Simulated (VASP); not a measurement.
# Li2O (Fm-3m) in VASP: single point with r2SCAN

Aim: the single point of Li2O with r2SCAN.

All numbers are computed with VASP 6.6.1; they aren't measurements. Logs are shortened: lines on timing, memory, paths and dates and some standing lists are left out, and cuts for length are marked.

## Step 1: The cell of the first run

Symmetry: Fm-3m, No. 225, cubic system. Conventional cell: a = 4.573 Å, b = 4.573 Å, c = 4.573 Å, α = 90.00°, β = 90.00°, γ = 90.00°. Li (site symmetry -43m) has 4 O at 1.98 Å and 6 Li at 2.29 Å within 2.6 Å. O (site symmetry m-3m) has 8 Li at 1.98 Å within 2.6 Å.

## Step 2: Single point, r2SCAN

Input file POSCAR:

```
Li2O
1.0
    2.2864407183      2.2864407183      0.0000000000
   -2.2864407183      2.2864407183      0.0000000000
    0.0000000000      2.2864407183      2.2864407183
Li O
2 1
Direct
    0.2500000000      0.7500000000      0.5000000000
    0.7500000000      0.2500000000      0.5000000000
    0.0000000000      0.0000000000      0.0000000000
```

Input file INCAR.step1:

```
SYSTEM = Li2O
PREC     = Accurate       ! precision mode
ENCUT    = 830            ! plane-wave cutoff, eV
ISMEAR   = 0              ! smearing method
SIGMA    = 0.01           ! smearing width, eV
LREAL    = .FALSE.        ! projectors in reciprocal space
LASPH    = .TRUE.         ! aspherical terms in the spheres
NELM     = 120            ! most SCF steps
NBANDS   = 13             ! bands
GGA      = PE             ! functional
ALGO     = Normal         ! electronic algorithm
EDIFF    = 1E-5           ! SCF threshold, eV
LWAVE    = .TRUE.         ! write WAVECAR
LCHARG   = .FALSE.        ! write CHGCAR
GGA_COMPAT= .FALSE.
```

Input file INCAR.step2:

```
SYSTEM = Li2O
PREC     = Accurate       ! precision mode
ENCUT    = 830            ! plane-wave cutoff, eV
EDIFF    = 1E-6           ! SCF threshold, eV
ISMEAR   = 0              ! smearing method
SIGMA    = 0.01           ! smearing width, eV
LREAL    = .FALSE.        ! projectors in reciprocal space
LASPH    = .TRUE.         ! aspherical terms in the spheres
NELM     = 120            ! most SCF steps
ALGO     = Normal         ! electronic algorithm
ISIF     = 2              ! what is computed and relaxed
LWAVE    = .FALSE.        ! write WAVECAR
LCHARG   = .TRUE.         ! write CHGCAR
METAGGA  = R2SCAN         ! meta-GGA
LMIXTAU  = .TRUE.       
LELF     = .TRUE.         ! ELF
LVHAR    = .TRUE.       
NBANDS   = 13             ! bands
ISTART   = 1            
GGA_COMPAT= .FALSE.
```

Input file KPOINTS:

```
Automatic mesh
0
G
  8 8 8
  0 0 0
```

Potentials or basis: VASP PAW PBE potentials, release 64 (Li_sv, O).

Started as:

```sh
$ cat potpaw_PBE.64/Li_sv/POTCAR potpaw_PBE.64/O/POTCAR > POTCAR
$ cp INCAR.step1 INCAR
$ mpirun -np 1 vasp_std > vasp.out
$ cp INCAR.step2 INCAR
$ mpirun -np 1 vasp_std > vasp.out
```

OUTCAR:

```text
SYSTEM = Li2O
   PREC = Accurate
   ENCUT = 830
   EDIFF = 1E-6
   ISMEAR = 0
   LREAL = .FALSE.
   LASPH = .TRUE.
   NELM = 120
   ISIF = 2
   METAGGA = R2SCAN
   ISTART = 1

 ion  position               nearest neighbor table
   1  0.250  0.750  0.500-   3 1.98   3 1.98   3 1.98   3 1.98   2 2.29   2 2.29   2 2.29   2 2.29
                             2 2.29   2 2.29
   2  0.750  0.250  0.500-   3 1.98   3 1.98   3 1.98   3 1.98   1 2.29   1 2.29   1 2.29   1 2.29
                             1 2.29   1 2.29
   3  0.000  0.000  0.000-   2 1.98   1 1.98   1 1.98   2 1.98   1 1.98   2 1.98   2 1.98   1 1.98

  LATTYP: Found a face centered cubic cell.
 ALAT       =     4.5728814366

  Lattice vectors:

 A1 = (   0.0000000000,   2.2864407183,   2.2864407183)
 A2 = (   2.2864407183,   0.0000000000,   2.2864407183)
 A3 = (   2.2864407183,   2.2864407183,   0.0000000000)

Analysis of symmetry for initial positions (statically):
=====================================================================
 Subroutine PRICEL returns:
 Original cell was already a primitive cell.

 Routine SETGRP: Setting up the symmetry group for a
 face centered cubic supercell.

 Subroutine GETGRP returns: Found 48 space group operations
 (whereof 48 operations were pure point group operations)
 out of a pool of 48 trial point group operations.

The static configuration has the point symmetry O_h .

Analysis of symmetry for dynamics (positions and initial velocities):
=====================================================================
 Subroutine PRICEL returns:
 Original cell was already a primitive cell.

 Routine SETGRP: Setting up the symmetry group for a
 face centered cubic supercell.

 Subroutine GETGRP returns: Found 48 space group operations
 (whereof 48 operations were pure point group operations)
 out of a pool of 48 trial point group operations.

The dynamic configuration has the point symmetry O_h .

 Subroutine INISYM returns: Found 48 space group operations
 (whereof 48 operations are pure point group operations),
 and found     1 'primitive' translations

----------------------------------------------------------------------------------------

                                     Primitive cell

  volume of cell :      23.9062

  direct lattice vectors                    reciprocal lattice vectors
     2.286440718  2.286440718  0.000000000     0.218680500  0.218680500 -0.218680500
    -2.286440718  2.286440718  0.000000000    -0.218680500  0.218680500 -0.218680500
     0.000000000  2.286440718  2.286440718     0.000000000  0.000000000  0.437361000
[... 99 lines left out ...]
   EMIN   =  10.00;   EMAX   =-10.00  energy-range for DOS
   EFERMI =   0.00;   METHOD = LEGACY
   ISMEAR =     0;   SIGMA  =   0.01  broadening in eV -4-tet -1-fermi 0-gaus
   EFERMI_NEDOS =   21; number of points for ismear=-14 and -15
   IALGO  =     38    algorithm
   IMIX   =      4    mixing-type and parameters
     AMIX     =   0.40;   BMIX     =  1.00
     AMIX_MAG =   1.60;   BMIX_MAG =  1.00
  volume/ion in A,a.u.               =       7.97        53.78
  Fermi-wavevector in a.u.,A,eV,Ry     =   1.301064  2.458654 23.031498  1.692767
  Thomas-Fermi vector in A             =   2.432222
   LORBIT       =      0    0 simple, 1 ext, 2 COOP (PROOUT), +10 PAW based schemes
   METAGGA = R2SCAN    functional components
   LHFCALC =     F    Hartree Fock is set to
   AEXX    =    0.0000 exact exchange contribution
   IVDW    =     0    specifies the selected vdW correction
   LEPSILON=     F    determine dielectric tensor
   LRPA    =     F    only Hartree local field effects (RPA)
 non-spin polarized calculation
 Gauss-broadening in eV      SIGMA  =   0.01
  energy-cutoff  :      830.00
  volume of cell :       23.91
 maximum number of plane-waves:      1316
   NGX = 15   NGY = 15   NGZ = 15

 number of electron      12.0000003 magnetization

 Free energy of the ion-electron system (eV)
  ---------------------------------------------------
  ext. energy  EPLUGINS =         0.00000000
  ---------------------------------------------------
  free energy    TOTEN  =       -16.84217665 eV

  energy without entropy =      -16.84217665  energy(sigma->0) =      -16.84217665

 E-fermi :   1.1712     XC(G=0): -10.4101

 val. band max:        1.0952224646   @ k =   0.0000   0.0000   0.0000
 cond. band min:       6.8262551938   @ k =   0.5000   0.5000   0.0000
 fundamental gap:      5.7310327292
 Fermi energy:         1.1712350209

 k-point     1 :       0.0000    0.0000    0.0000
  band No.  band energies     occupation
      1     -43.1520      2.00000
      2     -42.8015      2.00000
      3     -15.3230      2.00000
      4       1.0952      2.00000
      5       1.0952      2.00000
      6       1.0952      2.00000
      7       7.4417      0.00000
      8      14.3803      0.00000
      9      14.3803      0.00000
     10      14.3803      0.00000
     11      21.6385      0.00000
     12      21.6385      0.00000
     13      21.6385      0.00000
[... 354 lines left out ...]
  band No.  band energies     occupation
      1     -42.9591      2.00000
      2     -42.9583      2.00000
      3     -15.0932      2.00000
      4      -1.3850      2.00000
      5       0.0798      2.00000
      6       0.2670      2.00000
      7       9.9557      0.00000
      8      12.6630      0.00000
      9      15.5045      0.00000
     10      15.9717      0.00000
     11      20.4046      0.00000
     12      20.7815      0.00000
     13      26.1223      0.00000

 [... further k-points ...]

------------------------ aborting loop because EDIFF is reached ----------------------------------------

  FORCE on cell =-STRESS in cart. coord.  units (eV):
  Direction    XX          YY          ZZ          XY          YZ          ZX
  --------------------------------------------------------------------------------------
  -------------------------------------------------------------------------------------
  Total        0.0343646      0.0343646      0.0343646     -0.0000000      0.0000000     -0.0000000
  in kB        2.3030967      2.3030967      2.3030967     -0.0000000      0.0000000     -0.0000000
  external PRESSURE =       2.3030967 kB  Pullay stress =       0.0000000 kB

 VOLUME and BASIS-vectors are now :
 -----------------------------------------------------------------------------
  energy-cutoff  :      830.00
  volume of cell :       23.91
      direct lattice vectors                 reciprocal lattice vectors
     2.286440718  2.286440718  0.000000000     0.218680500  0.218680500 -0.218680500
    -2.286440718  2.286440718  0.000000000    -0.218680500  0.218680500 -0.218680500
     0.000000000  2.286440718  2.286440718     0.000000000  0.000000000  0.437361000

 POSITION                                       TOTAL-FORCE (eV/Angst)
 -----------------------------------------------------------------------------------
     -1.14322      3.42966      1.14322        -0.000000      0.000000     -0.000000
      1.14322      3.42966      1.14322         0.000000      0.000000      0.000000
      0.00000      0.00000      0.00000        -0.000000     -0.000000      0.000000
 -----------------------------------------------------------------------------------
    total drift:                               -0.000000      0.000000     -0.000000

  FREE ENERGIE OF THE ION-ELECTRON SYSTEM (eV)
  ---------------------------------------------------
  free  energy   TOTEN  =       -16.8421766479 eV

  energy  without entropy=      -16.8421766479  energy(sigma->0) =      -16.84217665
```

OUTCAR.step1:

```text
SYSTEM = Li2O
   PREC = Accurate
   ENCUT = 830
   ISMEAR = 0
   LREAL = .FALSE.
   LASPH = .TRUE.
   NELM = 120
[... 609 lines left out ...]
     -1.14322      3.42966      1.14322        -0.000000     -0.000000      0.000000
      1.14322      3.42966      1.14322         0.000000      0.000000     -0.000000
      0.00000      0.00000      0.00000        -0.000000     -0.000000      0.000000
 -----------------------------------------------------------------------------------
    total drift:                               -0.000000      0.000000     -0.000000

  FREE ENERGIE OF THE ION-ELECTRON SYSTEM (eV)
  ---------------------------------------------------
  free  energy   TOTEN  =       -14.3492265896 eV

  energy  without entropy=      -14.3492265896  energy(sigma->0) =      -14.34922659
```

OSZICAR.step1:

```text
N       E                     dE             d eps       ncg     rms          rms(c)
DAV:   1     0.590384314604E+02    0.59038E+02   -0.75621E+03   754   0.137E+03
DAV:   2    -0.101374969100E+02   -0.69176E+02   -0.66587E+02   919   0.273E+02
DAV:   3    -0.160054872743E+02   -0.58680E+01   -0.58045E+01  1368   0.595E+01
DAV:   4    -0.161276196675E+02   -0.12213E+00   -0.12212E+00   875   0.849E+00
DAV:   5    -0.161293808288E+02   -0.17612E-02   -0.17611E-02  1088   0.727E-01    0.750E+00
DAV:   6    -0.143790465366E+02    0.17503E+01   -0.82169E+00   804   0.153E+01    0.278E+00
DAV:   7    -0.143509001749E+02    0.28146E-01   -0.17497E-01   942   0.299E+00    0.150E+00
DAV:   8    -0.143508815602E+02    0.18615E-04   -0.67123E-02   922   0.256E+00    0.438E-01
DAV:   9    -0.143488565627E+02    0.20250E-02   -0.60751E-03   932   0.653E-01    0.131E-01
DAV:  10    -0.143492485470E+02   -0.39198E-03   -0.85721E-04   874   0.226E-01    0.521E-02
DAV:  11    -0.143492255921E+02    0.22955E-04   -0.42709E-05  1008   0.707E-02    0.129E-02
DAV:  12    -0.143492265896E+02   -0.99749E-06   -0.56895E-06   905   0.240E-02
   1 F= -.14349227E+02 E0= -.14349227E+02  d E =-.555491E-23
```

Run time: 1.7 min. Hardware: 1 thread of Intel Xeon Platinum 8259CL at 2.50GHz (Skylake/Cascade Lake), shared host; peak memory 0.17 GiB.

Results:

* Free energy: -16.8422 eV
* Pressure: 0.2 GPa
* Band gap on the k mesh: 5.73 eV, indirect (least direct gap 6.35 eV)

Caveat: the PAW data sets were made with another functional, which shifts forces and pressure a little. A k mesh can miss the band edges.
